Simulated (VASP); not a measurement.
# BP in VASP: further runs

BP is run at these levels: PBE; tasks: single point.

Program: VASP 6.6.1. These are calculated values, not measurements. Logs are shortened: lines on timing, memory, paths and dates and some standing lists are left out, and cuts for length are marked.

### Step 1. The cell of the first run

The structure is cubic, space group F-43m (No. 216). The conventional cell has a = 4.538 Å, b = 4.538 Å, c = 4.538 Å, α = 90.00°, β = 90.00°, γ = 90.00°. Within 2.6 Å of B (site symmetry -43m) lie 4 P at 1.97 Å. P (site symmetry -43m) has 4 B at 1.97 Å within 2.6 Å.

### Step 2. Single point, PBE

INCAR reads:

```
SYSTEM = BP
  PREC = Accurate
  ENCUT = 520
  EDIFF = 1E-6
  ISMEAR = -1
  SIGMA = 0.02
  LREAL = .False.
  LASPH = .True.
  NELM = 60
  ALGO = Normal
  ISIF = 2
  LWAVE = .False.
  LCHARG = .False.
  GGA = PE
  NBANDS = 11
```

KPOINTS reads:

```
regular mesh
0
Gamma
  8 8 8
  0 0 0
```

POSCAR reads:

```
BP
1.0
    0.0000000000      2.2690000000      2.2690000000
    2.2690000000      0.0000000000      2.2690000000
    2.2690000000      2.2690000000      0.0000000000
B P
1 1
Direct
    0.0000000000      0.0000000000      0.0000000000
    0.2500000000      0.2500000000      0.2500000000
```

Potentials or basis: VASP PAW PBE potentials, release 64 (B, P).

Started as:

```
cat potpaw_PBE.64/B/POTCAR potpaw_PBE.64/P/POTCAR > POTCAR
mpirun -np 1 vasp_std > vasp.out
```

OUTCAR:

```text
SYSTEM = BP
   PREC = Accurate
   ENCUT = 520
   EDIFF = 1E-6
   ISMEAR = -1
   LREAL = .False.
   LASPH = .True.
   NELM = 60
   ISIF = 2
   GGA = PE

 ion  position               nearest neighbor table
   1  0.000  0.000  0.000-   2 1.97   2 1.97   2 1.97   2 1.97
   2  0.250  0.250  0.250-   1 1.97   1 1.97   1 1.97   1 1.97

  LATTYP: Found a face centered cubic cell.
 ALAT       =     4.5380000000

  Lattice vectors:

 A1 = (   0.0000000000,   2.2690000000,   2.2690000000)
 A2 = (   2.2690000000,   0.0000000000,   2.2690000000)
 A3 = (   2.2690000000,   2.2690000000,   0.0000000000)

Analysis of symmetry for initial positions (statically):
=====================================================================
 Subroutine PRICEL returns:
 Original cell was already a primitive cell.

 Routine SETGRP: Setting up the symmetry group for a
 face centered cubic supercell.

 Subroutine GETGRP returns: Found 24 space group operations
 (whereof 24 operations were pure point group operations)
 out of a pool of 48 trial point group operations.

The static configuration has the point symmetry T_d .

Analysis of symmetry for dynamics (positions and initial velocities):
=====================================================================
 Subroutine PRICEL returns:
 Original cell was already a primitive cell.

 Routine SETGRP: Setting up the symmetry group for a
 face centered cubic supercell.

 Subroutine GETGRP returns: Found 24 space group operations
 (whereof 24 operations were pure point group operations)
 out of a pool of 48 trial point group operations.

The dynamic configuration has the point symmetry T_d .

 Subroutine INISYM returns: Found 24 space group operations
 (whereof 24 operations are pure point group operations),
 and found     1 'primitive' translations

----------------------------------------------------------------------------------------

                                     Primitive cell

  volume of cell :      23.3633

  direct lattice vectors                    reciprocal lattice vectors
     0.000000000  2.269000000  2.269000000    -0.220361393  0.220361393  0.220361393
     2.269000000  0.000000000  2.269000000     0.220361393 -0.220361393  0.220361393
     2.269000000  2.269000000  0.000000000     0.220361393  0.220361393 -0.220361393

  length of vectors
     3.208850573  3.208850573  3.208850573     0.381677128  0.381677128  0.381677128

  position of ions in fractional coordinates (direct lattice)
     0.000000000  0.000000000  0.000000000
[... 80 lines left out ...]
   EDIFFG = 0.1E-04   stopping-criterion for IOM
   NSW    =      0    number of steps for IOM
   IBRION =     -1    ionic relax: 0-MD 1-quasi-New 2-CG
   NFREE  =      0    steps in history (QN), initial steepest desc. (CG)
   ISIF   =      2    stress and relaxation
   ISYM   =      2    0-nonsym 1-usesym 2-fastsym
   POTIM  = 0.5000    time-step for ionic-motion
   TEBEG  =    0.0;   TEEND  =   0.0 temperature during run
   PSTRESS=    0.0 pullay stress
   NELECT =       8.0000    total number of electrons
   NUPDOWN=      -1.0000    fix difference up-down
   EMIN   =  10.00;   EMAX   =-10.00  energy-range for DOS
   EFERMI =   0.00;   METHOD = LEGACY
   ISMEAR =    -1;   SIGMA  =   0.02  broadening in eV -4-tet -1-fermi 0-gaus
   EFERMI_NEDOS =   21; number of points for ismear=-14 and -15
   IALGO  =     38    algorithm
   IMIX   =      4    mixing-type and parameters
     AMIX     =   0.40;   BMIX     =  1.00
     AMIX_MAG =   1.60;   BMIX_MAG =  1.00
  volume/ion in A,a.u.               =      11.68        78.83
  Fermi-wavevector in a.u.,A,eV,Ry     =   1.145320  2.164342 17.847562  1.311759
  Thomas-Fermi vector in A             =   2.282009
   LORBIT       =      0    0 simple, 1 ext, 2 COOP (PROOUT), +10 PAW based schemes
   GGA     = PE    functional components
   LHFCALC =     F    Hartree Fock is set to
   AEXX    =    0.0000 exact exchange contribution
   IVDW    =     0    specifies the selected vdW correction
   LEPSILON=     F    determine dielectric tensor
   LRPA    =     F    only Hartree local field effects (RPA)
 non-spin polarized calculation
  energy-cutoff  :      520.00
  volume of cell :       23.36
 maximum number of plane-waves:       638
   NGX = 11   NGY = 11   NGZ = 11

 number of electron       8.0000000 magnetization

 Free energy of the ion-electron system (eV)
  ---------------------------------------------------
  ext. energy  EPLUGINS =         0.00000000
  ---------------------------------------------------
  free energy    TOTEN  =       -12.92861564 eV

  energy without entropy =      -12.92861564  energy(sigma->0) =      -12.92861564

 E-fermi :   7.8091     XC(G=0): -10.9068

 val. band max:        7.4338318241   @ k =   0.0000   0.0000   0.0000
 cond. band min:       8.7027892719   @ k =   0.3750   0.3750   0.0000
 fundamental gap:      1.2689574479
 Fermi energy:         7.8091237509

 k-point     1 :       0.0000    0.0000    0.0000
  band No.  band energies     occupation
      1      -8.0269      2.00000
      2       7.4338      2.00000
      3       7.4338      2.00000
      4       7.4338      2.00000
      5      10.8341      0.00000
      6      10.8341      0.00000
      7      10.8341      0.00000
      8      14.8081      0.00000
      9      18.9463      0.00000
     10      19.5619      0.00000
     11      19.5619      0.00000
[... 309 lines left out ...]
 k-point    24 :      -0.3750    0.2500    0.1250
  band No.  band energies     occupation
      1      -4.0447      2.00000
      2      -1.0147      2.00000
      3       2.9068      2.00000
      4       4.3178      2.00000
      5      11.6256      0.00000
      6      12.6323      0.00000
      7      15.7428      0.00000
      8      17.2234      0.00000
      9      17.8882      0.00000
     10      21.8536      0.00000
     11      24.2855      0.00000

 [... further k-points ...]
[... 5 lines left out ...]
  --------------------------------------------------------------------------------------
  -------------------------------------------------------------------------------------
  Total        0.1319832      0.1319832      0.1319832     -0.0000000      0.0000000      0.0000000
  in kB        9.0509836      9.0509836      9.0509836     -0.0000000      0.0000000      0.0000000
  external PRESSURE =       9.0509836 kB  Pullay stress =       0.0000000 kB

 VOLUME and BASIS-vectors are now :
 -----------------------------------------------------------------------------
  energy-cutoff  :      520.00
  volume of cell :       23.36
      direct lattice vectors                 reciprocal lattice vectors
     0.000000000  2.269000000  2.269000000    -0.220361393  0.220361393  0.220361393
     2.269000000  0.000000000  2.269000000     0.220361393 -0.220361393  0.220361393
     2.269000000  2.269000000  0.000000000     0.220361393  0.220361393 -0.220361393

 POSITION                                       TOTAL-FORCE (eV/Angst)
 -----------------------------------------------------------------------------------
      0.00000      0.00000      0.00000        -0.000000     -0.000000     -0.000000
      1.13450      1.13450      1.13450         0.000000      0.000000      0.000000
 -----------------------------------------------------------------------------------
    total drift:                                0.000000      0.000000      0.000000

  FREE ENERGIE OF THE ION-ELECTRON SYSTEM (eV)
  ---------------------------------------------------
  free  energy   TOTEN  =       -12.9286156396 eV

  energy  without entropy=      -12.9286156395  energy(sigma->0) =      -12.92861564
```

Run time: 4 s. Hardware: 1 thread of AMD EPYC 9R45 (Zen 5), shared host; peak memory 0.1 GiB.

What came out:

```
Free energy            : -12.9286 eV
Pressure               : 0.9 GPa
Band gap on the k mesh : 1.27 eV, indirect (least direct gap 3.40 eV)
```

Levels at points of the mesh, in eV from the valence-band top:
| k point | band 1 | band 2 | band 3 | band 4 | band 5 | band 6 | band 7 | band 8 | band 9 |
| --- | --- | --- | --- | --- | --- | --- | --- | --- | --- |
| (0.00, 0.00, 0.00) | -15.46 | 0.00 | 0.00 | 0.00 | 3.40 | 3.40 | 3.40 | 7.37 | 11.51 |
| (0.50, 0.00, 0.00) | -12.14 | -9.03 | -1.76 | -1.76 | 3.78 | 4.71 | 4.71 | 10.13 | 14.63 |
| (0.50, 0.50, 0.00) | -10.61 | -8.58 | -4.11 | -4.11 | 1.33 | 1.66 | 12.12 | 12.12 | 15.23 |

A k mesh can miss the band edges. As with any semilocal functional, this PBE gap is likely too small.

### Step 3. Single point, PBE

This run uses another cell than the first one, of 11.56 Å³/atom, 0.990 times its volume.

INCAR reads:

```
SYSTEM = BP
ALGO = Normal
EDIFF = 1E-7
ENCUT = 520
GGA = PE
ISIF = 2
ISMEAR = -1
LASPH = .True.
LCHARG = .False.
LREAL = .False.
LWAVE = .False.
NBANDS = 11
NELM = 80
PREC = Accurate
SIGMA = 0.02
```

KPOINTS reads:

```
k-points
0
Gamma
  8 8 8
  0 0 0
```

POSCAR reads:

```
BP
1.0
    0.0000000000      2.2690000000      2.2463100000
    2.2690000000      0.0000000000      2.2463100000
    2.2690000000      2.2690000000      0.0000000000
B P
1 1
Direct
    0.0000000000      0.0000000000      0.0000000000
    0.2500000000      0.2500000000      0.2500000000
```

Potentials or basis: VASP PAW PBE potentials, release 64 (B, P).

Started as:

```
cat potpaw_PBE.64/B/POTCAR potpaw_PBE.64/P/POTCAR > POTCAR
mpirun -np 1 vasp_std > vasp.out
```

Run time: 7.6 s. Hardware: 1 thread of AMD EPYC 9R45 (Zen 5), shared host; peak memory 0.11 GiB.

Results (log left out):

| Item | Value |
| --- | --- |
| Free energy | -12.9246 eV |
| Pressure | 2.6 GPa |
| Band gap on the k mesh | 1.11 eV, indirect (least direct gap 3.31 eV) |

Stress tensor (GPa, compression positive):
```
1.72 0.00 0.00
0.00 1.72 0.00
0.00 0.00 4.39
```

Levels at points of the mesh, in eV from the valence-band top:
```
           k point  band 1  band 2  band 3  band 4  band 5  band 6  band 7  band 8  band 9
(0.00, 0.00, 0.00)  -15.62   -0.10   -0.10    0.00    3.31    3.37    3.37    7.46   11.52
(0.50, 0.00, 0.00)  -12.25   -9.17   -1.90   -1.77    3.76    4.60    4.72   10.10   14.53
(0.50, 0.50, 0.00)  -10.64   -8.64   -4.29   -4.29    1.17    1.49   12.15   12.15   15.36
(0.50, 0.00, 0.50)  -10.74   -8.73   -4.19   -4.17    1.28    1.63   12.04   12.26   15.24
```

A k mesh can miss the band edges. PBE gaps usually lie below the measured ones, often by a third to a half.
